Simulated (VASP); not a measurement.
# CsSnI3 (P4/mmm) in VASP: further runs

The runs below take CsSnI3 through single point, with PBE.

All numbers are computed with VASP 6.6.1; they aren't measurements. Logs are shortened: lines on timing, memory, paths and dates and some standing lists are left out, and cuts for length are marked.

**1. The cell of the first run**

The structure is tetragonal, space group P4/mmm (No. 123). The conventional cell has a = 6.283 Å, b = 6.283 Å, c = 6.723 Å, α = 90.00°, β = 90.00°, γ = 90.00°. Cs (site symmetry 4/mmm) has 12 I at 4.44 to 4.60 Å and 8 Sn at 5.57 Å within 5.8 Å. Sn (site symmetry 4/mmm) has 6 I at 3.14 to 3.36 Å within 4.1 Å. I (site symmetry mmm) has 2 Sn at 3.14 Å within 4.1 Å. Within 4.7 Å of I (site symmetry 4/mmm) lie 2 Sn at 3.36 Å and 4 Cs at 4.44 Å and 8 I at 4.60 Å.

**2. Single point, PBE (normal strain along x +0.0000, normal strain along z +0.0700)**

Input file INCAR:

```
PREC = Accurate ; ENCUT = 520
EDIFF = 1E-6 ; ISMEAR = 0
SIGMA = 0.05 ; LREAL = F
LASPH = T ; NELM = 80
ALGO = Normal ; ISIF = 2
LWAVE = F ; LCHARG = F
GGA = PE ; NBANDS = 30
```

Input file KPOINTS:

```
Automatic mesh
0
Gamma
  6 6 6
```

Input file POSCAR:

```
CsSnI3
1.0
    6.2831703419      0.0000000000      0.0000000000
    0.0000000000      6.2831703419      0.0000000000
    0.0000000000      0.0000000000      6.7229922658
Cs Sn I
1 1 3
Direct
    0.0000000000      0.0000000000      0.0000000000
    0.5000000000      0.5000000000      0.5000000000
    0.0000000000      0.5000000000      0.5000000000
    0.5000000000      0.0000000000      0.5000000000
    0.5000000000      0.5000000000      0.0000000000
```

Potentials or basis: VASP PAW PBE potentials, release 64 (Cs_sv, Sn_d, I).

On the command line:

```bash
$ cat potpaw_PBE.64/Cs_sv/POTCAR potpaw_PBE.64/Sn_d/POTCAR potpaw_PBE.64/I/POTCAR > POTCAR
$ mpirun -np 1 vasp_std > vasp.out
```

OUTCAR:

```text
PREC = Accurate
   ENCUT = 520
   EDIFF = 1E-6
   ISMEAR = 0
   LREAL = F
   LASPH = T
   NELM = 80
   ISIF = 2
   GGA = PE

 ion  position               nearest neighbor table
   1  0.000  0.000  0.000-
   2  0.500  0.500  0.500-   3 3.14   4 3.14   4 3.14   3 3.14   5 3.36   5 3.36
   3  0.000  0.500  0.500-   2 3.14   2 3.14
   4  0.500  0.000  0.500-   2 3.14   2 3.14
   5  0.500  0.500  0.000-   2 3.36   2 3.36

  LATTYP: Found a simple tetragonal cell.
 ALAT       =     6.2831703419
 C/A-ratio  =     1.0700000000

  Lattice vectors:

 A1 = (   6.2831703419,   0.0000000000,   0.0000000000)
 A2 = (   0.0000000000,   6.2831703419,   0.0000000000)
 A3 = (   0.0000000000,   0.0000000000,   6.7229922658)

Analysis of symmetry for initial positions (statically):
=====================================================================
 Subroutine PRICEL returns:
 Original cell was already a primitive cell.

 Routine SETGRP: Setting up the symmetry group for a
 simple tetragonal supercell.

 Subroutine GETGRP returns: Found 16 space group operations
 (whereof 16 operations were pure point group operations)
 out of a pool of 16 trial point group operations.

The static configuration has the point symmetry D_4h.

Analysis of symmetry for dynamics (positions and initial velocities):
=====================================================================
 Subroutine PRICEL returns:
 Original cell was already a primitive cell.

 Routine SETGRP: Setting up the symmetry group for a
 simple tetragonal supercell.

 Subroutine GETGRP returns: Found 16 space group operations
 (whereof 16 operations were pure point group operations)
 out of a pool of 16 trial point group operations.

The dynamic configuration has the point symmetry D_4h.

 Subroutine INISYM returns: Found 16 space group operations
 (whereof 16 operations are pure point group operations),
 and found     1 'primitive' translations

----------------------------------------------------------------------------------------

                                     Primitive cell

  volume of cell :     265.4118

  direct lattice vectors                    reciprocal lattice vectors
     6.283170342  0.000000000  0.000000000     0.159155322  0.000000000  0.000000000
     0.000000000  6.283170342  0.000000000     0.000000000  0.159155322  0.000000000
     0.000000000  0.000000000  6.722992266     0.000000000  0.000000000  0.148743292

  length of vectors
     6.283170342  6.283170342  6.722992266     0.159155322  0.159155322  0.148743292

  position of ions in fractional coordinates (direct lattice)
     0.000000000  0.000000000  0.000000000
     0.500000000  0.500000000  0.500000000
     0.000000000  0.500000000  0.500000000
     0.500000000  0.000000000  0.500000000
     0.500000000  0.500000000  0.000000000

  ion indices of the primitive-cell ions
   primitive index   ion index
                 1           1
                 2           2
                 3           3
                 4           4
                 5           5

----------------------------------------------------------------------------------------

 KPOINTS: Automatic mesh

Automatic generation of k-mesh.
 Grid dimensions read from file:
 generate k-points for:    6    6    6

 Generating k-lattice:

  Cartesian coordinates                     Fractional coordinates (reciprocal lattice)
     0.026525887  0.000000000  0.000000000     0.166666667  0.000000000  0.000000000
     0.000000000  0.026525887  0.000000000     0.000000000  0.166666667  0.000000000
     0.000000000  0.000000000  0.024790549     0.000000000  0.000000000  0.166666667

  Length of vectors
     0.026525887  0.026525887  0.024790549

  Shift w.r.t. Gamma in fractional coordinates (k-lattice)
     0.000000000  0.000000000  0.000000000

 Subroutine IBZKPT returns following result:
 ===========================================

 Found     40 irreducible k-points:

 Following reciprocal coordinates:
            Coordinates               Weight
  0.000000  0.000000  0.000000      1.000000
  0.166667  0.000000  0.000000      4.000000
  0.333333  0.000000  0.000000      4.000000
  0.500000  0.000000  0.000000      2.000000
  0.166667  0.166667  0.000000      4.000000
  0.333333  0.166667  0.000000      8.000000
[... 16 lines left out ...]
  0.333333  0.000000  0.333333      8.000000
  0.500000  0.000000  0.333333      4.000000
 [... further k-points ...]
   k-points           NKPTS =     40   k-points in BZ     NKDIM =     40   number of bands    NBANDS=     30
   number of dos      NEDOS =    301   number of ions     NIONS =      5
   total plane-waves  NPLWV = 115200
   dimension x,y,z NGX =    48 NGY =   48 NGZ =   50
   dimension x,y,z NGXF=    96 NGYF=   96 NGZF=  100
   ions per type =               1   1   3
   NGX,Y,Z   is equivalent  to a cutoff of  12.70, 12.70, 12.36 a.u.
   NGXF,Y,Z  is equivalent  to a cutoff of  25.40, 25.40, 24.73 a.u.
 SYSTEM =  unknown system
   PREC   = accura    normal or accurate (medium, high low for compatibility)
   ISTART =      0    job   : 0-new  1-cont  2-samecut
   ICHARG =      2    charge: 1-file 2-atom 10-const
   ISPIN  =      1    spin polarized calculation?
   LNONCOLLINEAR =      F non collinear calculations
   LSORBIT =      F    spin-orbit coupling
   LASPH  =      T    aspherical Exc in radial PAW
   ENCUT  =  520.0 eV  38.22 Ry    6.18 a.u.  11.68 11.68 12.50*2*pi/ulx,y,z
   NELM   =     80;   NELMIN=  2; NELMDL= -5     # of ELM steps
   EDIFF  = 0.1E-05   stopping-criterion for ELM
   LREAL  =      F    real-space projection
   EDIFFG = 0.1E-04   stopping-criterion for IOM
   NSW    =      0    number of steps for IOM
   IBRION =     -1    ionic relax: 0-MD 1-quasi-New 2-CG
   NFREE  =      0    steps in history (QN), initial steepest desc. (CG)
   ISIF   =      2    stress and relaxation
   ISYM   =      2    0-nonsym 1-usesym 2-fastsym
   POTIM  = 0.5000    time-step for ionic-motion
   TEBEG  =    0.0;   TEEND  =   0.0 temperature during run
   PSTRESS=    0.0 pullay stress
   NELECT =      44.0000    total number of electrons
   NUPDOWN=      -1.0000    fix difference up-down
   EMIN   =  10.00;   EMAX   =-10.00  energy-range for DOS
   EFERMI =   0.00;   METHOD = LEGACY
   ISMEAR =     0;   SIGMA  =   0.05  broadening in eV -4-tet -1-fermi 0-gaus
   EFERMI_NEDOS =   21; number of points for ismear=-14 and -15
   IALGO  =     38    algorithm
   IMIX   =      4    mixing-type and parameters
     AMIX     =   0.40;   BMIX     =  1.00
     AMIX_MAG =   1.60;   BMIX_MAG =  1.00
  volume/ion in A,a.u.               =      53.08       358.22
  Fermi-wavevector in a.u.,A,eV,Ry     =   0.899330  1.699487 11.004311  0.808794
  Thomas-Fermi vector in A             =   2.022150
   LORBIT       =      0    0 simple, 1 ext, 2 COOP (PROOUT), +10 PAW based schemes
   GGA     = PE    functional components
   LHFCALC =     F    Hartree Fock is set to
   AEXX    =    0.0000 exact exchange contribution
   IVDW    =     0    specifies the selected vdW correction
   LEPSILON=     F    determine dielectric tensor
   LRPA    =     F    only Hartree local field effects (RPA)
 non-spin polarized calculation
 Gauss-broadening in eV      SIGMA  =   0.05
  energy-cutoff  :      520.00
  volume of cell :      265.41
 maximum number of plane-waves:      7224
 NGX is ok and might be reduce to    48
   NGX = 23   NGY = 23   NGZ = 25

 number of electron      43.9999997 magnetization

 Free energy of the ion-electron system (eV)
  ---------------------------------------------------
  ext. energy  EPLUGINS =         0.00000000
  ---------------------------------------------------
  free energy    TOTEN  =       -13.92860701 eV

  energy without entropy =      -13.92860701  energy(sigma->0) =      -13.92860701

 E-fermi :   1.9645     XC(G=0):  -7.1000

 val. band max:        1.7166165529   @ k =   0.5000   0.5000   0.5000
 cond. band min:       2.1886240135   @ k =   0.5000   0.5000   0.5000
 fundamental gap:      0.4720074606
 Fermi energy:         1.9645221838

 k-point     1 :       0.0000    0.0000    0.0000
  band No.  band energies     occupation
      1     -20.2525      2.00000
      2     -20.1583      2.00000
      3     -20.1459      2.00000
      4     -20.1459      2.00000
      5     -20.1406      2.00000
      6     -20.1253      2.00000
[... 22 lines left out ...]
     29       5.8707      0.00000
     30       6.5844      0.00000

 k-point     2 :       0.1667    0.0000    0.0000
  band No.  band energies     occupation
      1     -20.2524      2.00000
      2     -20.1582      2.00000
      3     -20.1460      2.00000
      4     -20.1459      2.00000
      5     -20.1403      2.00000
      6     -20.1253      2.00000
[... 22 lines left out ...]
     29       6.0115      0.00000
     30       6.0406      0.00000

 k-point     3 :       0.3333    0.0000    0.0000
  band No.  band energies     occupation
      1     -20.2523      2.00000
      2     -20.1581      2.00000
      3     -20.1460      2.00000
      4     -20.1459      2.00000
      5     -20.1399      2.00000
      6     -20.1253      2.00000
[... 22 lines left out ...]
     29       6.2400      0.00000
     30       6.6064      0.00000

 k-point     4 :       0.5000    0.0000    0.0000
  band No.  band energies     occupation
      1     -20.2522      2.00000
      2     -20.1580      2.00000
      3     -20.1460      2.00000
      4     -20.1459      2.00000
      5     -20.1397      2.00000
      6     -20.1254      2.00000
[... 22 lines left out ...]
     29       6.4993      0.00000
     30       6.6122      0.00000

 k-point     5 :       0.1667    0.1667    0.0000
  band No.  band energies     occupation
      1     -20.2524      2.00000
      2     -20.1581      2.00000
      3     -20.1460      2.00000
      4     -20.1460      2.00000
      5     -20.1401      2.00000
      6     -20.1253      2.00000
[... 22 lines left out ...]
     29       6.0195      0.00000
     30       6.1307      0.00000
[... 526 lines left out ...]
     29       6.2841      0.00000
     30       6.6651      0.00000

 k-point    22 :       0.1667    0.0000    0.3333
  band No.  band energies     occupation
      1     -20.2523      2.00000
      2     -20.1579      2.00000
      3     -20.1460      2.00000
      4     -20.1460      2.00000
      5     -20.1403      2.00000
      6     -20.1253      2.00000
[... 22 lines left out ...]
     29       6.4357      0.00000
     30       6.6605      0.00000

 k-point    23 :       0.3333    0.0000    0.3333
  band No.  band energies     occupation
      1     -20.2522      2.00000
      2     -20.1578      2.00000
      3     -20.1460      2.00000
      4     -20.1460      2.00000
      5     -20.1399      2.00000
      6     -20.1253      2.00000
[... 22 lines left out ...]
     29       6.7318      0.00000
     30       6.9008      0.00000

 k-point    24 :       0.5000    0.0000    0.3333
  band No.  band energies     occupation
      1     -20.2521      2.00000
      2     -20.1577      2.00000
      3     -20.1461      2.00000
      4     -20.1460      2.00000
      5     -20.1397      2.00000
      6     -20.1254      2.00000
[... 22 lines left out ...]
     29       6.8605      0.00000
     30       7.1127      0.00000

 [... further k-points ...]

------------------------ aborting loop because EDIFF is reached ----------------------------------------

  FORCE on cell =-STRESS in cart. coord.  units (eV):
  Direction    XX          YY          ZZ          XY          YZ          ZX
  --------------------------------------------------------------------------------------
  -------------------------------------------------------------------------------------
  Total       -0.4960416     -0.4960416     -2.7332551      0.0000000     -0.0000000      0.0000000
  in kB       -2.9943901     -2.9943901    -16.4994880      0.0000000     -0.0000000      0.0000000
  external PRESSURE =      -7.4960894 kB  Pullay stress =       0.0000000 kB

 VOLUME and BASIS-vectors are now :
 -----------------------------------------------------------------------------
  energy-cutoff  :      520.00
  volume of cell :      265.41
      direct lattice vectors                 reciprocal lattice vectors
     6.283170342  0.000000000  0.000000000     0.159155322  0.000000000  0.000000000
     0.000000000  6.283170342  0.000000000     0.000000000  0.159155322  0.000000000
     0.000000000  0.000000000  6.722992266     0.000000000  0.000000000  0.148743292

 POSITION                                       TOTAL-FORCE (eV/Angst)
 -----------------------------------------------------------------------------------
      0.00000      0.00000      0.00000         0.000000      0.000000      0.000000
      3.14159      3.14159      3.36150         0.000000      0.000000      0.000000
      0.00000      3.14159      3.36150         0.000000      0.000000      0.000000
      3.14159      0.00000      3.36150         0.000000      0.000000      0.000000
      3.14159      3.14159      0.00000         0.000000      0.000000      0.000000
 -----------------------------------------------------------------------------------
    total drift:                                0.000000     -0.000000     -0.000000

  FREE ENERGIE OF THE ION-ELECTRON SYSTEM (eV)
  ---------------------------------------------------
  free  energy   TOTEN  =       -13.9286070079 eV

  energy  without entropy=      -13.9286070079  energy(sigma->0) =      -13.92860701
```

Wall time 3.1 min (1 thread of Intel Xeon Platinum 8488C (Sapphire Rapids), shared host); peak memory 0.53 GiB.

What came out:

- Free energy: -13.9286 eV
- Pressure: -0.7 GPa
- Band gap on the k mesh: 0.47 eV

Stress tensor (GPa, compression positive):
```
-0.30  0.00  0.00
 0.00 -0.30  0.00
 0.00  0.00 -1.65
```

Levels at points of the mesh, in eV from the valence-band top:
```tsv
k point	band 20	band 21	band 22	band 23	band 24	band 25
(0.00, 0.00, 0.00)	-1.65	-1.65	-1.61	2.58	3.63	3.75
(0.50, 0.00, 0.00)	-1.73	-1.72	-1.15	1.40	3.47	4.04
(0.50, 0.50, 0.00)	-1.96	-1.21	-0.41	1.05	1.05	3.18
(0.00, 0.00, 0.50)	-1.72	-1.72	-1.48	1.34	3.79	4.28
(0.50, 0.00, 0.50)	-1.91	-1.33	-0.73	0.97	1.22	4.33
(0.50, 0.50, 0.50)	-1.31	-1.20	0.00	0.47	0.79	0.79
```

Caveat: the cell differs from its parent crystal (normal strain along x +0.0000, normal strain along z +0.0700); semilocal functionals underestimate gaps, and a narrow one can read as zero; spin-orbit coupling is left out, which moves the levels of the heavy elements.

(Continued in part 2 of 2.)
